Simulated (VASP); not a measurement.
Set up this calculation in VASP 6.6.1, as the native input.

- Task: single point
- Functional: PBE
- Potentials or basis: VASP PAW PBE potentials, release 64 (Ti_sv, Si)
- Cutoff: 520 eV
- k mesh: 3 × 3 × 6
- Occupations: gaussian, width 0.1 eV
- Spin: no spin polarisation
- Dipole correction: no
- Further INCAR settings: ALGO = Normal; EDIFF = 1e-06; NBANDS = 27

The structure of TiSi6 lies in POSCAR:

```
TiSi6
1.0
    7.2731095205      0.0000000000      0.0000000000
   -3.6365547603      6.2986976093      0.0000000000
    0.0000000000      0.0000000000      2.6573021966
Ti Si
1 6
Direct
    0.0000000000      0.0000000000      0.0000000000
    0.0000000000      0.3357458524      0.5000000000
    0.6642541476      0.6642541476      0.5000000000
    0.3357458524      0.0000000000      0.5000000000
    0.0000000000      0.6642541476      0.5000000000
    0.3357458524      0.3357458524      0.5000000000
    0.6642541476      0.0000000000      0.5000000000
```

The cell was generated, and may not be a known phase.

One way to write it, as run:

INCAR

```
  PREC = Accurate
  ENCUT = 520
  EDIFF = 1E-6
  ISMEAR = 0
  SIGMA = 0.1
  LREAL = False
  LASPH = True
  NELM = 60
  ALGO = Normal
  ISIF = 2
  LWAVE = False
  LCHARG = False
  GGA = PE
  NBANDS = 27
```

KPOINTS

```
regular mesh
0
Gamma
  3 3 6
```

Potentials or basis: VASP PAW PBE potentials, release 64 (Ti_sv, Si).

Launch:

```console
$ cat potpaw_PBE.64/Ti_sv/POTCAR potpaw_PBE.64/Si/POTCAR > POTCAR
$ mpirun -np 1 vasp_std > vasp.out
```

It gave:

```
Pressure               : 0.0 GPa
Band gap on the k mesh : zero (bands 18 and 19 overlap by 1.81 eV)
```

Caveat: the k points lie up to 0.39 Å⁻¹ apart, too coarse for converged energies and pressures of a metal.

It took 21 s on 1 thread of Intel(R) Xeon(R) 6975P-C (Granite Rapids) (shared host), peak memory 0.23 GiB.
